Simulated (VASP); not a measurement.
# Te (P3_121) in VASP: further runs

Runs on Te. Level: LDA. Tasks: single point.

Program: VASP 6.6.1. These are calculated values, not measurements. Logs are shortened: lines on timing, memory, paths and dates and some standing lists are left out, and cuts for length are marked.

## Step 1: The cell of the first run

The structure is trigonal, space group P3_121 (No. 152). The conventional cell has a = 4.297 Å, b = 4.297 Å, c = 5.904 Å, α = 90.00°, β = 90.00°, γ = 120.00°. Within 3.8 Å of Te (site symmetry 2) lie 6 Te at 2.90 to 3.32 Å.

## Step 2: Single point, LDA

Contents of INCAR:

```
SYSTEM = Te
  ALGO = Normal
  EDIFF = 1E-7
  ENCUT = 520
  GGA = CA
  ISIF = 2
  ISMEAR = 1
  LASPH = .TRUE.
  LCHARG = .FALSE.
  LREAL = .FALSE.
  LWAVE = .FALSE.
  NBANDS = 16
  NELM = 80
  PREC = Accurate
  SIGMA = 0.01
```

Contents of KPOINTS:

```
k-points
0
G
  9 9 6
  0 0 0
```

Contents of POSCAR:

```
Te
1.0
    4.2966332825      0.0000000000      0.0000000000
   -2.1483166412      3.7209935734      0.0000000000
    0.0000000000      0.0000000000      5.9041060663
Te
3
Direct
    0.2855404168      1.0000000000      0.3333333333
    1.0000000000      0.2855404168      0.6666666667
    0.7144595832      0.7144595832      1.0000000000
```

Potentials or basis: VASP PAW LDA potentials, release 64 (Te).

The run is started by

```sh
> cat potpaw_LDA.64/Te/POTCAR > POTCAR
> mpirun -np 1 vasp_std > vasp.out
```

OUTCAR:

```text
SYSTEM = Te
   EDIFF = 1E-7
   ENCUT = 520
   GGA = CA
   ISIF = 2
   ISMEAR = 1
   LASPH = .TRUE.
   LREAL = .FALSE.
   NELM = 80
   PREC = Accurate

 ion  position               nearest neighbor table
   1  0.286  0.000  0.333-   3 2.90   2 2.90   3 3.32   3 3.32   2 3.32   2 3.32
   2  0.000  0.286  0.667-   3 2.90   1 2.90   3 3.32   3 3.32   1 3.32   1 3.32
   3  0.714  0.714  0.000-   2 2.90   1 2.90   2 3.32   1 3.32   1 3.32   2 3.32

  LATTYP: Found a hexagonal cell.
 ALAT       =     4.2966332825
 C/A-ratio  =     1.3741238030

  Lattice vectors:

 A1 = (   4.2966332825,   0.0000000000,   0.0000000000)
 A2 = (  -2.1483166412,   3.7209935734,   0.0000000000)
 A3 = (   0.0000000000,   0.0000000000,   5.9041060663)

Analysis of symmetry for initial positions (statically):
=====================================================================
 Subroutine PRICEL returns:
 Original cell was already a primitive cell.

 Routine SETGRP: Setting up the symmetry group for a
 hexagonal supercell.

 Subroutine GETGRP returns: Found  6 space group operations
 (whereof  2 operations were pure point group operations)
 out of a pool of 24 trial point group operations.

The static configuration has the point symmetry C_2 .
 The point group associated with its full space group is D_3 .

Analysis of symmetry for dynamics (positions and initial velocities):
=====================================================================
 Subroutine PRICEL returns:
 Original cell was already a primitive cell.

 Routine SETGRP: Setting up the symmetry group for a
 hexagonal supercell.

 Subroutine GETGRP returns: Found  6 space group operations
 (whereof  2 operations were pure point group operations)
 out of a pool of 24 trial point group operations.

The dynamic configuration has the point symmetry C_2 .
 The point group associated with its full space group is D_3 .

 Subroutine INISYM returns: Found  6 space group operations
 (whereof  2 operations are pure point group operations),
 and found     1 'primitive' translations

----------------------------------------------------------------------------------------

                                     Primitive cell

  volume of cell :      94.3933

  direct lattice vectors                    reciprocal lattice vectors
     4.296633283  0.000000000  0.000000000     0.232740365  0.134372713  0.000000000
    -2.148316641  3.720993573  0.000000000     0.000000000  0.268745425  0.000000000
     0.000000000  0.000000000  5.904106066     0.000000000  0.000000000  0.169373651

  length of vectors
     4.296633283  4.296633282  5.904106066     0.268745425  0.268745425  0.169373651

  position of ions in fractional coordinates (direct lattice)
     0.285540417  0.000000000  0.333333333
     0.000000000  0.285540417  0.666666667
     0.714459583  0.714459583  0.000000000

  ion indices of the primitive-cell ions
   primitive index   ion index
                 1           1
                 2           2
                 3           3

----------------------------------------------------------------------------------------

 KPOINTS: k-points

Automatic generation of k-mesh.
 Grid dimensions read from file:
 generate k-points for:    9    9    6

 Generating k-lattice:

  Cartesian coordinates                     Fractional coordinates (reciprocal lattice)
     0.025860041  0.014930301  0.000000000     0.111111111  0.000000000  0.000000000
     0.000000000  0.029860603  0.000000000     0.000000000  0.111111111  0.000000000
     0.000000000  0.000000000  0.028228942     0.000000000  0.000000000  0.166666667

  Length of vectors
     0.029860603  0.029860603  0.028228942

  Shift w.r.t. Gamma in fractional coordinates (k-lattice)
     0.000000000  0.000000000  0.000000000

 Subroutine IBZKPT returns following result:
 ===========================================

 Found     62 irreducible k-points:

 Following reciprocal coordinates:
            Coordinates               Weight
  0.000000  0.000000  0.000000      1.000000
  0.111111  0.000000  0.000000      6.000000
  0.222222  0.000000  0.000000      6.000000
  0.333333  0.000000  0.000000      6.000000
  0.444444  0.000000  0.000000      6.000000
  0.111111  0.111111  0.000000      6.000000
[... 16 lines left out ...]
  0.222222  0.111111  0.166667     12.000000
 -0.111111  0.333333  0.166667     12.000000
 [... further k-points ...]
   k-points           NKPTS =     62   k-points in BZ     NKDIM =     62   number of bands    NBANDS=     16
   number of dos      NEDOS =    301   number of ions     NIONS =      3
   total plane-waves  NPLWV =  49152
   dimension x,y,z NGX =    32 NGY =   32 NGZ =   48
   dimension x,y,z NGXF=    64 NGYF=   64 NGZF=   96
   ions per type =               3
   NGX,Y,Z   is equivalent  to a cutoff of  12.38, 12.38, 13.52 a.u.
   NGXF,Y,Z  is equivalent  to a cutoff of  24.76, 24.76, 27.03 a.u.
 SYSTEM =  Te
   PREC   = accura    normal or accurate (medium, high low for compatibility)
   ISTART =      0    job   : 0-new  1-cont  2-samecut
   ICHARG =      2    charge: 1-file 2-atom 10-const
   ISPIN  =      1    spin polarized calculation?
   LNONCOLLINEAR =      F non collinear calculations
   LSORBIT =      F    spin-orbit coupling
   LASPH  =      T    aspherical Exc in radial PAW
   ENCUT  =  520.0 eV  38.22 Ry    6.18 a.u.   7.99  7.99 10.98*2*pi/ulx,y,z
   NELM   =     80;   NELMIN=  2; NELMDL= -5     # of ELM steps
   EDIFF  = 0.1E-06   stopping-criterion for ELM
   LREAL  =      F    real-space projection
   EDIFFG = 0.1E-05   stopping-criterion for IOM
   NSW    =      0    number of steps for IOM
   IBRION =     -1    ionic relax: 0-MD 1-quasi-New 2-CG
   NFREE  =      0    steps in history (QN), initial steepest desc. (CG)
   ISIF   =      2    stress and relaxation
   ISYM   =      2    0-nonsym 1-usesym 2-fastsym
   POTIM  = 0.5000    time-step for ionic-motion
   TEBEG  =    0.0;   TEEND  =   0.0 temperature during run
   PSTRESS=    0.0 pullay stress
   NELECT =      18.0000    total number of electrons
   NUPDOWN=      -1.0000    fix difference up-down
   EMIN   =  10.00;   EMAX   =-10.00  energy-range for DOS
   EFERMI =   0.00;   METHOD = LEGACY
   ISMEAR =     1;   SIGMA  =   0.01  broadening in eV -4-tet -1-fermi 0-gaus
   EFERMI_NEDOS =   21; number of points for ismear=-14 and -15
   IALGO  =     38    algorithm
   IMIX   =      4    mixing-type and parameters
     AMIX     =   0.40;   BMIX     =  1.00
     AMIX_MAG =   1.60;   BMIX_MAG =  1.00
  volume/ion in A,a.u.               =      31.46       212.33
  Fermi-wavevector in a.u.,A,eV,Ry     =   0.942291  1.780672 12.080790  0.887913
  Thomas-Fermi vector in A             =   2.069886
   LORBIT       =      0    0 simple, 1 ext, 2 COOP (PROOUT), +10 PAW based schemes
   GGA     = CA    functional components
   LHFCALC =     F    Hartree Fock is set to
   AEXX    =    0.0000 exact exchange contribution
   IVDW    =     0    specifies the selected vdW correction
   LEPSILON=     F    determine dielectric tensor
   LRPA    =     F    only Hartree local field effects (RPA)
 non-spin polarized calculation
 Methfessel and Paxton  Order N= 1 SIGMA  =   0.01
  energy-cutoff  :      520.00
  volume of cell :       94.39
 maximum number of plane-waves:      2562
   NGX = 15   NGY = 15   NGZ = 21

 number of electron      17.9999999 magnetization

 Free energy of the ion-electron system (eV)
  ---------------------------------------------------
  ext. energy  EPLUGINS =         0.00000000
  ---------------------------------------------------
  free energy    TOTEN  =       -11.41045358 eV

  energy without entropy =      -11.41042329  energy(sigma->0) =      -11.41044348

 E-fermi :   6.8405     XC(G=0):  -9.6453

 val. band max:        6.8389890771   @ k =   0.3333   0.3333   0.5000
 cond. band min:       7.0106229750   @ k =   0.0000   0.0000   0.5000
 fundamental gap:      0.1716338978
 Fermi energy:         6.8405391656

 k-point     1 :       0.0000    0.0000    0.0000
  band No.  band energies     occupation
      1      -7.2606      2.00000
      2      -3.7908      2.00000
      3      -3.7908      2.00000
      4       3.7926      2.00000
      5       4.1775      2.00000
      6       4.1775      2.00000
[... 8 lines left out ...]
     15      12.8747      0.00000
     16      12.8747      0.00000

 k-point     2 :       0.1111    0.0000    0.0000
  band No.  band energies     occupation
      1      -7.1592      2.00000
      2      -3.8007      2.00000
      3      -3.7568      2.00000
      4       2.9616      2.00000
      5       3.5755      2.00000
      6       3.8042      2.00000
[... 8 lines left out ...]
     15      12.7640      0.00000
     16      13.0721      0.00000

 k-point     3 :       0.2222    0.0000    0.0000
  band No.  band energies     occupation
      1      -6.8641      2.00000
      2      -3.8967      2.00000
      3      -3.6605      2.00000
      4       1.9845      2.00000
      5       2.8320      2.00000
      6       3.3027      2.00000
[... 8 lines left out ...]
     15      13.0012      0.00000
     16      13.8252      0.00000

 k-point     4 :       0.3333    0.0000    0.0000
  band No.  band energies     occupation
      1      -6.4122      2.00000
      2      -4.1971      2.00000
      3      -3.5347      2.00000
      4       1.5513      2.00000
      5       2.2526      2.00000
      6       2.9090      2.00000
[... 8 lines left out ...]
     15      13.8696      0.00000
     16      14.7896      0.00000

 k-point     5 :       0.4444    0.0000    0.0000
  band No.  band energies     occupation
      1      -5.9369      2.00000
      2      -4.6260      2.00000
      3      -3.4426      2.00000
      4       1.5929      2.00000
      5       2.0328      2.00000
      6       2.7081      2.00000
[... 8 lines left out ...]
     15      15.2497      0.00000
     16      15.7169      0.00000

 k-point     6 :       0.1111    0.1111    0.0000
  band No.  band energies     occupation
      1      -6.9607      2.00000
      2      -3.8303      2.00000
      3      -3.7161      2.00000
      4       2.3170      2.00000
      5       2.6438      2.00000
      6       3.9468      2.00000
[... 8 lines left out ...]
     15      13.1735      0.00000
     16      13.5387      0.00000

 k-point     7 :       0.2222    0.1111    0.0000
  band No.  band energies     occupation
      1      -6.5845      2.00000
      2      -3.9930      2.00000
      3      -3.6552      2.00000
      4       1.7224      2.00000
      5       2.1325      2.00000
      6       3.4868      2.00000
[... 8 lines left out ...]
     15      13.8533      0.00000
     16      14.3415      0.00000

 k-point     8 :       0.3333    0.1111    0.0000
  band No.  band energies     occupation
      1      -6.0987      2.00000
      2      -4.3708      2.00000
      3      -3.5867      2.00000
      4       1.6060      2.00000
      5       1.9684      2.00000
      6       2.9519      2.00000
[... 8 lines left out ...]
     15      14.8767      0.00000
     16      15.3508      0.00000

 k-point     9 :       0.4444    0.1111    0.0000
  band No.  band energies     occupation
      1      -5.7863      2.00000
      2      -4.6626      2.00000
      3      -3.5567      2.00000
      4       1.6973      2.00000
      5       2.0665      2.00000
      6       2.7797      2.00000
[... 8 lines left out ...]
     15      14.5943      0.00000
     16      15.8882      0.00000
[... 172 lines left out ...]
 k-point    19 :       0.0000    0.3333    0.1667
  band No.  band energies     occupation
      1      -6.3067      2.00000
      2      -4.6671      2.00000
      3      -3.0910      2.00000
      4       1.2293      2.00000
      5       2.0301      2.00000
      6       2.9932      2.00000
[... 8 lines left out ...]
     15      14.1966      0.00000
     16      14.7214      0.00000

 k-point    20 :       0.4444    0.0000    0.1667
  band No.  band energies     occupation
      1      -5.8899      2.00000
      2      -4.5735      2.00000
      3      -3.6398      2.00000
      4       1.7160      2.00000
      5       1.9479      2.00000
      6       2.8557      2.00000
[... 8 lines left out ...]
     15      14.6854      0.00000
     16      15.2222      0.00000

 k-point    21 :       0.0000    0.4444    0.1667
  band No.  band energies     occupation
      1      -5.8429      2.00000
      2      -4.7949      2.00000
      3      -3.3620      2.00000
      4       1.1656      2.00000
      5       1.8540      2.00000
      6       2.8129      2.00000
[... 8 lines left out ...]
     15      14.8573      0.00000
     16      15.4483      0.00000

 k-point    22 :       0.1111    0.1111    0.1667
  band No.  band energies     occupation
      1      -6.8609      2.00000
      2      -4.6397      2.00000
      3      -2.9319      2.00000
      4       2.4237      2.00000
      5       2.7078      2.00000
      6       3.8138      2.00000
[... 8 lines left out ...]
     15      12.8723      0.00000
     16      13.2792      0.00000

 k-point    23 :       0.2222    0.1111    0.1667
  band No.  band energies     occupation
      1      -6.4975      2.00000
      2      -4.4630      2.00000
      3      -3.3108      2.00000
      4       1.9836      2.00000
      5       2.3939      2.00000
      6       3.5449      2.00000
[... 8 lines left out ...]
     15      13.3089      0.00000
     16      13.9158      0.00000

 k-point    24 :      -0.1111    0.3333    0.1667
  band No.  band energies     occupation
      1      -6.4852      2.00000
      2      -4.5869      2.00000
      3      -3.1065      2.00000
      4       1.5555      2.00000
      5       2.2318      2.00000
      6       3.2403      2.00000
[... 8 lines left out ...]
     15      13.8746      0.00000
     16      14.7124      0.00000

 [... further k-points ...]
[... 5 lines left out ...]
  --------------------------------------------------------------------------------------
  -------------------------------------------------------------------------------------
  Total       -0.0501247     -0.0501247      0.1491770     -0.0000000      0.0000000      0.0000000
  in kB       -0.8507867     -0.8507867      2.5320423     -0.0000000      0.0000000      0.0000000
  external PRESSURE =       0.2768230 kB  Pullay stress =       0.0000000 kB

 VOLUME and BASIS-vectors are now :
 -----------------------------------------------------------------------------
  energy-cutoff  :      520.00
  volume of cell :       94.39
      direct lattice vectors                 reciprocal lattice vectors
     4.296633283  0.000000000  0.000000000     0.232740365  0.134372713  0.000000000
    -2.148316641  3.720993573  0.000000000     0.000000000  0.268745425  0.000000000
     0.000000000  0.000000000  5.904106066     0.000000000  0.000000000  0.169373651

 POSITION                                       TOTAL-FORCE (eV/Angst)
 -----------------------------------------------------------------------------------
      1.22686      0.00000      1.96804         0.023998      0.000000     -0.000000
     -0.61343      1.06249      3.93607        -0.011999      0.020783     -0.000000
      1.53489      2.65850      0.00000        -0.011999     -0.020783      0.000000
 -----------------------------------------------------------------------------------
    total drift:                               -0.000000     -0.000000      0.000000

  FREE ENERGIE OF THE ION-ELECTRON SYSTEM (eV)
  ---------------------------------------------------
  free  energy   TOTEN  =       -11.4104535766 eV

  energy  without entropy=      -11.4104232857  energy(sigma->0) =      -11.41044348
```

Wall time 34 s (1 thread of Intel Xeon 6975P-C (Granite Rapids), shared host); peak memory 0.22 GiB.

What came out:

| Item | Value |
| --- | --- |
| Free energy | -11.4105 eV |
| Pressure | 0.0 GPa |
| Largest force | 0.024 eV/Å |
| Band gap on the k mesh | zero (filled and empty bands touch) |

Forces in eV/Å, atoms in the order of the input:
```
Te   0.024  0.000  0.000
Te  -0.012  0.021  0.000
Te  -0.012 -0.021  0.000
```

Stress tensor (GPa, compression positive):
```
-0.09  0.00  0.00
 0.00 -0.09  0.00
 0.00  0.00  0.25
```

Caveat: spin-orbit coupling is left out, which moves the levels of the heavy elements.

## Step 3: Single point, LDA

Changes to INCAR since step 2:

```diff
@@ -4,3 +4,2 @@
   ENCUT = 520
-  GGA = CA
   ISIF = 2
@@ -14,2 +13,2 @@
   PREC = Accurate
-  SIGMA = 0.01
+  SIGMA = 0.03
```

KPOINTS is that of step 2.

POSCAR is that of step 2.

Potentials or basis: VASP PAW LDA potentials, release 64 (Te).

The run is started by

```sh
> cat potpaw_LDA.64/Te/POTCAR > POTCAR
> mpirun -np 1 vasp_std > vasp.out
```

Run time: 27 s. Hardware: 1 thread of Intel Xeon 6975P-C (Granite Rapids), shared host; peak memory 0.22 GiB.

It converged, with:

```
Free energy            : -11.4105 eV
Pressure               : 0.0 GPa
Largest force          : 0.024 eV/Å
Band gap on the k mesh : zero (filled and empty bands touch)
```

Forces on the atoms (eV/Å):
```
Te   0.024  0.000  0.000
Te  -0.012  0.021  0.000
Te  -0.012 -0.021  0.000
```

Stress tensor (GPa, compression positive):
```
-0.08  0.00  0.00
 0.00 -0.08  0.00
 0.00  0.00  0.25
```

Levels at points of the mesh, in eV from the Fermi level:
| k point | band 6 | band 7 | band 8 | band 9 | band 10 | band 11 | band 12 | band 13 |
| --- | --- | --- | --- | --- | --- | --- | --- | --- |
| (0.00, 0.00, 0.00) | -2.67 | -1.87 | -1.87 | -1.24 | 0.96 | 0.96 | 1.61 | 4.75 |
| (0.00, 0.00, 0.50) | -2.77 | -1.34 | -0.92 | -0.92 | 0.17 | 0.22 | 0.22 | 3.57 |

Caveat: spin-orbit coupling is left out, which moves the levels of the heavy elements.
